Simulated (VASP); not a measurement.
# CaI2 (P-3m1) in VASP: a series of runs

CaI2 is run at these levels: LDA; tasks: single point.

Everything below comes from runs of VASP 6.6.1. Logs are shortened: lines on timing, memory, paths and dates and some standing lists are left out, and cuts for length are marked.

## 1. The cell of the first run

It takes space group P-3m1 (No. 164, trigonal). Conventional cell: a = 3.626 Å, b = 3.626 Å, c = 6.187 Å, α = 90.00°, β = 90.00°, γ = 120.00°. Ca (site symmetry -3m) has 6 I at 2.79 Å and 6 Ca at 3.63 Å within 3.7 Å. Within 3.7 Å of I (site symmetry 3m) lie 3 Ca at 2.79 Å and 9 I at 3.27 to 3.63 Å.

## 2. Single point, LDA

INCAR reads:

```
ALGO     = Normal         # electronic algorithm
EDIFF    = 1E-6           # SCF threshold, eV
ENCUT    = 520            # plane-wave cutoff, eV
GGA      = CA             # functional
ISIF     = 2              # what is computed and relaxed
ISMEAR   = -1             # smearing method
LASPH    = T              # aspherical terms in the spheres
LCHARG   = T              # write CHGCAR
LELF     = T              # ELF
LREAL    = F              # projectors in reciprocal space
LVHAR    = T            
LWAVE    = F              # write WAVECAR
NBANDS   = 19             # bands
NELM     = 100            # most SCF steps
PREC     = Accurate       # precision mode
SIGMA    = 0.03           # smearing width, eV
```

KPOINTS reads:

```
k-points
0
Gamma
  7 7 4
```

POSCAR reads:

```
CaI2
1.0
    3.6257686089      0.0000000000      0.0000000000
   -1.8128843045      3.1400077236      0.0000000000
    0.0000000000      0.0000000000      6.1870777552
Ca I
1 2
Direct
    0.0000000000      0.0000000000      0.0000000000
    0.3333333333      0.6666666667      0.2971520148
    0.6666666667      0.3333333333      0.7028479852
```

Potentials or basis: VASP PAW LDA potentials, release 64 (Ca_sv, I).

Run with:

```
cat potpaw_LDA.64/Ca_sv/POTCAR potpaw_LDA.64/I/POTCAR > POTCAR
mpirun -np 1 vasp_std > vasp.out
```

OUTCAR:

```text
EDIFF = 1E-6
   ENCUT = 520
   GGA = CA
   ISIF = 2
   ISMEAR = -1
   LASPH = T
   LREAL = F
   NELM = 100
   PREC = Accurate

 ion  position               nearest neighbor table
   1  0.000  0.000  0.000-   2 2.79   3 2.79   3 2.79   2 2.79   3 2.79   2 2.79
   2  0.333  0.667  0.297-   1 2.79   1 2.79   1 2.79   3 3.27   3 3.27   3 3.27
   3  0.667  0.333  0.703-   1 2.79   1 2.79   1 2.79   2 3.27   2 3.27   2 3.27

  LATTYP: Found a hexagonal cell.
 ALAT       =     3.6257686089
 C/A-ratio  =     1.7064182585

  Lattice vectors:

 A1 = (   3.6257686089,   0.0000000000,   0.0000000000)
 A2 = (  -1.8128843045,   3.1400077236,   0.0000000000)
 A3 = (   0.0000000000,   0.0000000000,   6.1870777552)

Analysis of symmetry for initial positions (statically):
=====================================================================
 Subroutine PRICEL returns:
 Original cell was already a primitive cell.

 Routine SETGRP: Setting up the symmetry group for a
 hexagonal supercell.

 Subroutine GETGRP returns: Found 12 space group operations
 (whereof 12 operations were pure point group operations)
 out of a pool of 24 trial point group operations.

The static configuration has the point symmetry D_3d.

Analysis of symmetry for dynamics (positions and initial velocities):
=====================================================================
 Subroutine PRICEL returns:
 Original cell was already a primitive cell.

 Routine SETGRP: Setting up the symmetry group for a
 hexagonal supercell.

 Subroutine GETGRP returns: Found 12 space group operations
 (whereof 12 operations were pure point group operations)
 out of a pool of 24 trial point group operations.

The dynamic configuration has the point symmetry D_3d.

 Subroutine INISYM returns: Found 12 space group operations
 (whereof 12 operations are pure point group operations),
 and found     1 'primitive' translations

----------------------------------------------------------------------------------------

                                     Primitive cell

  volume of cell :      70.4395

  direct lattice vectors                    reciprocal lattice vectors
     3.625768609  0.000000000  0.000000000     0.275803590  0.159235277  0.000000000
    -1.812884305  3.140007724  0.000000000     0.000000000  0.318470554  0.000000000
     0.000000000  0.000000000  6.187077755     0.000000000  0.000000000  0.161627191

  length of vectors
     3.625768609  3.625768609  6.187077755     0.318470554  0.318470554  0.161627191

  position of ions in fractional coordinates (direct lattice)
     0.000000000  0.000000000  0.000000000
     0.333333333  0.666666667  0.297152015
     0.666666667  0.333333333  0.702847985

  ion indices of the primitive-cell ions
   primitive index   ion index
                 1           1
                 2           2
                 3           3

----------------------------------------------------------------------------------------

 KPOINTS: k-points

Automatic generation of k-mesh.
 Grid dimensions read from file:
 generate k-points for:    7    7    4

 Generating k-lattice:

  Cartesian coordinates                     Fractional coordinates (reciprocal lattice)
     0.039400513  0.022747897  0.000000000     0.142857143 -0.000000000  0.000000000
     0.000000000  0.045495793  0.000000000     0.000000000  0.142857143  0.000000000
     0.000000000  0.000000000  0.040406798     0.000000000  0.000000000  0.250000000

  Length of vectors
     0.045495793  0.045495793  0.040406798

  Shift w.r.t. Gamma in fractional coordinates (k-lattice)
     0.000000000  0.000000000  0.000000000

 Subroutine IBZKPT returns following result:
 ===========================================

 Found     28 irreducible k-points:

 Following reciprocal coordinates:
            Coordinates               Weight
  0.000000  0.000000  0.000000      1.000000
  0.142857  0.000000  0.000000      6.000000
  0.285714  0.000000  0.000000      6.000000
  0.428571  0.000000  0.000000      6.000000
  0.142857  0.142857  0.000000      6.000000
  0.285714  0.142857  0.000000     12.000000
[... 16 lines left out ...]
  0.285714  0.000000  0.500000      6.000000
  0.428571  0.000000  0.500000      6.000000
 [... further k-points ...]
   k-points           NKPTS =     28   k-points in BZ     NKDIM =     28   number of bands    NBANDS=     19
   number of dos      NEDOS =    301   number of ions     NIONS =      3
   total plane-waves  NPLWV =  37632
   dimension x,y,z NGX =    28 NGY =   28 NGZ =   48
   dimension x,y,z NGXF=    56 NGYF=   56 NGZF=   96
   ions per type =               1   2
   NGX,Y,Z   is equivalent  to a cutoff of  12.84, 12.84, 12.90 a.u.
   NGXF,Y,Z  is equivalent  to a cutoff of  25.68, 25.68, 25.80 a.u.
 SYSTEM =  unknown system
   PREC   = accura    normal or accurate (medium, high low for compatibility)
   ISTART =      0    job   : 0-new  1-cont  2-samecut
   ICHARG =      2    charge: 1-file 2-atom 10-const
   ISPIN  =      1    spin polarized calculation?
   LNONCOLLINEAR =      F non collinear calculations
   LSORBIT =      F    spin-orbit coupling
   LASPH  =      T    aspherical Exc in radial PAW
   ENCUT  =  520.0 eV  38.22 Ry    6.18 a.u.   6.74  6.74 11.50*2*pi/ulx,y,z
   NELM   =    100;   NELMIN=  2; NELMDL= -5     # of ELM steps
   EDIFF  = 0.1E-05   stopping-criterion for ELM
   LREAL  =      F    real-space projection
   EDIFFG = 0.1E-04   stopping-criterion for IOM
   NSW    =      0    number of steps for IOM
   IBRION =     -1    ionic relax: 0-MD 1-quasi-New 2-CG
   NFREE  =      0    steps in history (QN), initial steepest desc. (CG)
   ISIF   =      2    stress and relaxation
   ISYM   =      2    0-nonsym 1-usesym 2-fastsym
   POTIM  = 0.5000    time-step for ionic-motion
   TEBEG  =    0.0;   TEEND  =   0.0 temperature during run
   PSTRESS=    0.0 pullay stress
   NELECT =      24.0000    total number of electrons
   NUPDOWN=      -1.0000    fix difference up-down
   EMIN   =  10.00;   EMAX   =-10.00  energy-range for DOS
   EFERMI =   0.00;   METHOD = LEGACY
   ISMEAR =    -1;   SIGMA  =   0.03  broadening in eV -4-tet -1-fermi 0-gaus
   EFERMI_NEDOS =   21; number of points for ismear=-14 and -15
   IALGO  =     38    algorithm
   IMIX   =      4    mixing-type and parameters
     AMIX     =   0.40;   BMIX     =  1.00
     AMIX_MAG =   1.60;   BMIX_MAG =  1.00
  volume/ion in A,a.u.               =      23.48       158.45
  Fermi-wavevector in a.u.,A,eV,Ry     =   1.143422  2.160754 17.788438  1.307413
  Thomas-Fermi vector in A             =   2.280117
   LORBIT       =      0    0 simple, 1 ext, 2 COOP (PROOUT), +10 PAW based schemes
   GGA     = CA    functional components
   LHFCALC =     F    Hartree Fock is set to
   AEXX    =    0.0000 exact exchange contribution
   IVDW    =     0    specifies the selected vdW correction
   LEPSILON=     F    determine dielectric tensor
   LRPA    =     F    only Hartree local field effects (RPA)
 non-spin polarized calculation
  energy-cutoff  :      520.00
  volume of cell :       70.44
 maximum number of plane-waves:      1913
 NGX is ok and might be reduce to    28
   NGX = 13   NGY = 13   NGZ = 23

 number of electron      24.0000002 magnetization

 Free energy of the ion-electron system (eV)
  ---------------------------------------------------
  ext. energy  EPLUGINS =         0.00000000
  ---------------------------------------------------
  free energy    TOTEN  =        -9.03006915 eV

  energy without entropy =       -9.03006915  energy(sigma->0) =       -9.03006915

 E-fermi :   8.4587     XC(G=0): -10.6930

 val. band max:        7.8854770186   @ k =   0.0000   0.0000   0.0000
 cond. band min:       9.0827765524   @ k =   0.4286   0.0000   0.0000
 fundamental gap:      1.1972995338
 Fermi energy:         8.4587057772

 k-point     1 :       0.0000    0.0000    0.0000
  band No.  band energies     occupation
      1     -31.4049      2.00000
      2     -13.1038      2.00000
      3     -12.7411      2.00000
      4     -12.7411      2.00000
      5      -6.9669      2.00000
      6      -4.7684      2.00000
[... 11 lines left out ...]
     18      12.5503      0.00000
     19      13.7901      0.00000

 k-point     2 :       0.1429    0.0000    0.0000
  band No.  band energies     occupation
      1     -31.3976      2.00000
      2     -13.0712      2.00000
      3     -12.8265      2.00000
      4     -12.7564      2.00000
      5      -6.7140      2.00000
      6      -4.7241      2.00000
[... 11 lines left out ...]
     18      13.8974      0.00000
     19      14.9889      0.00000

 k-point     3 :       0.2857    0.0000    0.0000
  band No.  band energies     occupation
      1     -31.3811      2.00000
      2     -13.0235      2.00000
      3     -12.9815      2.00000
      4     -12.7906      2.00000
      5      -6.0496      2.00000
      6      -4.6426      2.00000
[... 11 lines left out ...]
     18      14.1169      0.00000
     19      14.6429      0.00000

 k-point     4 :       0.4286    0.0000    0.0000
  band No.  band energies     occupation
      1     -31.3679      2.00000
      2     -13.1498      2.00000
      3     -12.9314      2.00000
      4     -12.8177      2.00000
      5      -5.2649      2.00000
      6      -4.7110      2.00000
[... 407 lines left out ...]
     18      14.1862      0.00000
     19      15.0901      0.00000

 k-point    23 :       0.2857    0.0000    0.5000
  band No.  band energies     occupation
      1     -31.3811      2.00000
      2     -13.0254      2.00000
      3     -12.9843      2.00000
      4     -12.7904      2.00000
      5      -5.8637      2.00000
      6      -4.8848      2.00000
[... 11 lines left out ...]
     18      13.6539      0.00000
     19      14.0107      0.00000

 k-point    24 :       0.4286    0.0000    0.5000
  band No.  band energies     occupation
      1     -31.3678      2.00000
      2     -13.1474      2.00000
      3     -12.9342      2.00000
      4     -12.8175      2.00000
      5      -5.4188      2.00000
      6      -4.5062      2.00000
[... 11 lines left out ...]
     18      13.6082      0.00000
     19      14.5619      0.00000

 [... further k-points ...]

------------------------ aborting loop because EDIFF is reached ----------------------------------------

  FORCE on cell =-STRESS in cart. coord.  units (eV):
  Direction    XX          YY          ZZ          XY          YZ          ZX
  --------------------------------------------------------------------------------------
  -------------------------------------------------------------------------------------
  Total       11.6124710     11.6124710     11.6521043     -0.0000000      0.0000000      0.0000000
  in kB      264.1306812    264.1306812    265.0321564     -0.0000000      0.0000000      0.0000000
  external PRESSURE =     264.4311730 kB  Pullay stress =       0.0000000 kB

 VOLUME and BASIS-vectors are now :
 -----------------------------------------------------------------------------
  energy-cutoff  :      520.00
  volume of cell :       70.44
      direct lattice vectors                 reciprocal lattice vectors
     3.625768609  0.000000000  0.000000000     0.275803590  0.159235277  0.000000000
    -1.812884305  3.140007724  0.000000000     0.000000000  0.318470554  0.000000000
     0.000000000  0.000000000  6.187077755     0.000000000  0.000000000  0.161627191

 POSITION                                       TOTAL-FORCE (eV/Angst)
 -----------------------------------------------------------------------------------
      0.00000      0.00000      0.00000        -0.000000      0.000000      0.000000
     -0.00000      2.09334      1.83850         0.000000      0.000000      0.052177
      1.81288      1.04667      4.34858        -0.000000     -0.000000     -0.052177
 -----------------------------------------------------------------------------------
    total drift:                               -0.000000      0.000000      0.000000

  FREE ENERGIE OF THE ION-ELECTRON SYSTEM (eV)
  ---------------------------------------------------
  free  energy   TOTEN  =        -9.0300691486 eV

  energy  without entropy=       -9.0300691484  energy(sigma->0) =       -9.03006915
```

Run time: 24 s. Hardware: 1 thread of Intel Xeon Platinum 8488C (Sapphire Rapids), shared host; peak memory 0.18 GiB.

What came out:

* Free energy: -9.0301 eV
* Pressure: 26.4 GPa
* Largest force: 0.052 eV/Å
* Band gap on the k mesh: 1.20 eV (least direct gap 2.14 eV)

Forces in eV/Å, atoms in the order of the input:
```
Ca   0.000  0.000  0.000
I    0.000  0.000  0.052
I    0.000  0.000 -0.052
```

Levels at points of the mesh, in eV from the valence-band top:
```tsv
k point	band 10	band 11	band 12	band 13	band 14	band 15
(0.00, 0.00, 0.00)	-0.17	0.00	0.00	2.14	3.60	3.60
(0.00, 0.00, 0.50)	-1.12	-0.81	-0.81	2.95	3.46	3.46
```

Caveat: the cell stands under pressure; spin-orbit coupling is left out, which moves the levels of the heavy elements; an odd mesh through Γ misses points on the zone boundary, where band edges can lie.

## 3. Single point, LDA (23.48 Å³/atom)

INCAR reads:

```
SYSTEM = CaI2
PREC = Accurate
ENCUT = 520
EDIFF = 1E-6
ISMEAR = -1
SIGMA = 0.03
LREAL = .FALSE.
LASPH = .TRUE.
NELM = 80
ALGO = Normal
ISIF = 2
LWAVE = .FALSE.
LCHARG = .FALSE.
GGA = CA
NBANDS = 19
```

KPOINTS reads:

```
Automatic mesh
0
G
  7 7 4
  0 0 0
```

POSCAR is that of step 2.

Potentials or basis: VASP PAW LDA potentials, release 64 (Ca_sv, I).

Run with:

```
cat potpaw_LDA.64/Ca_sv/POTCAR potpaw_LDA.64/I/POTCAR > POTCAR
mpirun -np 1 vasp_std > vasp.out
```

OUTCAR:

```text
SYSTEM = CaI2
   PREC = Accurate
   ENCUT = 520
   EDIFF = 1E-6
   ISMEAR = -1
   LREAL = .FALSE.
   LASPH = .TRUE.
   NELM = 80
   ISIF = 2
   GGA = CA

 ion  position               nearest neighbor table
   1  0.000  0.000  0.000-   2 2.79   3 2.79   3 2.79   2 2.79   3 2.79   2 2.79
   2  0.333  0.667  0.297-   1 2.79   1 2.79   1 2.79   3 3.27   3 3.27   3 3.27
   3  0.667  0.333  0.703-   1 2.79   1 2.79   1 2.79   2 3.27   2 3.27   2 3.27

  LATTYP: Found a hexagonal cell.
 ALAT       =     3.6257686089
 C/A-ratio  =     1.7064182585

  Lattice vectors:

 A1 = (   3.6257686089,   0.0000000000,   0.0000000000)
 A2 = (  -1.8128843045,   3.1400077236,   0.0000000000)
 A3 = (   0.0000000000,   0.0000000000,   6.1870777552)

Analysis of symmetry for initial positions (statically):
=====================================================================
 Subroutine PRICEL returns:
 Original cell was already a primitive cell.

 Routine SETGRP: Setting up the symmetry group for a
 hexagonal supercell.

 Subroutine GETGRP returns: Found 12 space group operations
 (whereof 12 operations were pure point group operations)
 out of a pool of 24 trial point group operations.

[... 165 lines left out ...]

 val. band max:        7.8854770186   @ k =   0.0000   0.0000   0.0000
 cond. band min:       9.0827765524   @ k =   0.4286   0.0000   0.0000
 fundamental gap:      1.1972995338
 Fermi energy:         8.4587057772

 k-point     1 :       0.0000    0.0000    0.0000
  band No.  band energies     occupation
      1     -31.4049      2.00000
      2     -13.1038      2.00000
      3     -12.7411      2.00000
      4     -12.7411      2.00000
      5      -6.9669      2.00000
      6      -4.7684      2.00000
[... 505 lines left out ...]
      6      -4.5062      2.00000
[... 11 lines left out ...]
     18      13.6082      0.00000
     19      14.5619      0.00000

 [... further k-points ...]

------------------------ aborting loop because EDIFF is reached ----------------------------------------

  FORCE on cell =-STRESS in cart. coord.  units (eV):
  Direction    XX          YY          ZZ          XY          YZ          ZX
  --------------------------------------------------------------------------------------
  -------------------------------------------------------------------------------------
  Total       11.6124710     11.6124710     11.6521043     -0.0000000      0.0000000      0.0000000
  in kB      264.1306812    264.1306812    265.0321564     -0.0000000      0.0000000      0.0000000
  external PRESSURE =     264.4311730 kB  Pullay stress =       0.0000000 kB

 VOLUME and BASIS-vectors are now :
 -----------------------------------------------------------------------------
  energy-cutoff  :      520.00
  volume of cell :       70.44
      direct lattice vectors                 reciprocal lattice vectors
     3.625768609  0.000000000  0.000000000     0.275803590  0.159235277  0.000000000
    -1.812884305  3.140007724  0.000000000     0.000000000  0.318470554  0.000000000
     0.000000000  0.000000000  6.187077755     0.000000000  0.000000000  0.161627191

 POSITION                                       TOTAL-FORCE (eV/Angst)
 -----------------------------------------------------------------------------------
      0.00000      0.00000      0.00000        -0.000000      0.000000      0.000000
     -0.00000      2.09334      1.83850         0.000000      0.000000      0.052177
      1.81288      1.04667      4.34858        -0.000000     -0.000000     -0.052177
 -----------------------------------------------------------------------------------
    total drift:                               -0.000000      0.000000      0.000000

  FREE ENERGIE OF THE ION-ELECTRON SYSTEM (eV)
  ---------------------------------------------------
  free  energy   TOTEN  =        -9.0300691486 eV

  energy  without entropy=       -9.0300691484  energy(sigma->0) =       -9.03006915
```

OSZICAR:

```text
N       E                     dE             d eps       ncg     rms          rms(c)
DAV:   1     0.166919321730E+03    0.16692E+03   -0.11249E+04  1064   0.116E+03
DAV:   2    -0.673966023134E+00   -0.16759E+03   -0.16388E+03  1276   0.268E+02
DAV:   3    -0.940857002266E+01   -0.87346E+01   -0.86448E+01  1373   0.559E+01
DAV:   4    -0.985129697675E+01   -0.44273E+00   -0.44186E+00  1753   0.111E+01
DAV:   5    -0.985581547956E+01   -0.45185E-02   -0.45176E-02  1348   0.113E+00    0.927E+00
DAV:   6    -0.907138336642E+01    0.78443E+00   -0.28799E+00  1265   0.965E+00    0.427E+00
DAV:   7    -0.904131964494E+01    0.30064E-01   -0.20925E-01  1340   0.268E+00    0.275E+00
DAV:   8    -0.903042307572E+01    0.10897E-01   -0.41243E-02  1256   0.131E+00    0.653E-01
DAV:   9    -0.903025050081E+01    0.17257E-03   -0.28523E-03  1599   0.346E-01    0.197E-01
DAV:  10    -0.903008485873E+01    0.16564E-03   -0.11800E-03  1175   0.166E-01    0.108E-01
DAV:  11    -0.903007022930E+01    0.14629E-04   -0.82474E-05  1242   0.578E-02    0.352E-02
DAV:  12    -0.903006896321E+01    0.12661E-05   -0.64927E-06  1397   0.140E-02    0.183E-02
DAV:  13    -0.903006914857E+01   -0.18535E-06   -0.67946E-07   778   0.583E-03
   1 F= -.90300691E+01 E0= -.90300691E+01  d E =-.129832E-09
```

stdout:

```text
POSCAR found type information on POSCAR CaI
 POSCAR found :  2 types and       3 ions
 scaLAPACK will be used
 LDA part: xc-table for (Slater(with rela. corr.)+CA(PZ))
 , standard interpolation
 POSCAR, INCAR and KPOINTS ok, starting setup
 FFT: planning ... GRIDC
 FFT: planning ... GRID_SOFT
 FFT: planning ... GRID
 WAVECAR not read
 entering main loop
```

Wall time 24 s (1 thread of Intel Xeon Platinum 8488C (Sapphire Rapids), shared host); peak memory 0.18 GiB.

What came out:

| Property | Result |
| --- | --- |
| Free energy | -9.0301 eV |
| Pressure | 26.4 GPa |
| Largest force | 0.052 eV/Å |
| Band gap on the k mesh | 1.20 eV (least direct gap 2.14 eV) |

Forces on the atoms (eV/Å):
```
Ca   0.000  0.000  0.000
I    0.000  0.000  0.052
I    0.000  0.000 -0.052
```

Stress tensor (GPa, compression positive):
```
26.41  0.00  0.00
 0.00 26.41  0.00
 0.00  0.00 26.50
```

Caveat: the cell stands under pressure; spin-orbit coupling is left out, which moves the levels of the heavy elements; an odd mesh through Γ misses points on the zone boundary, where band edges can lie.
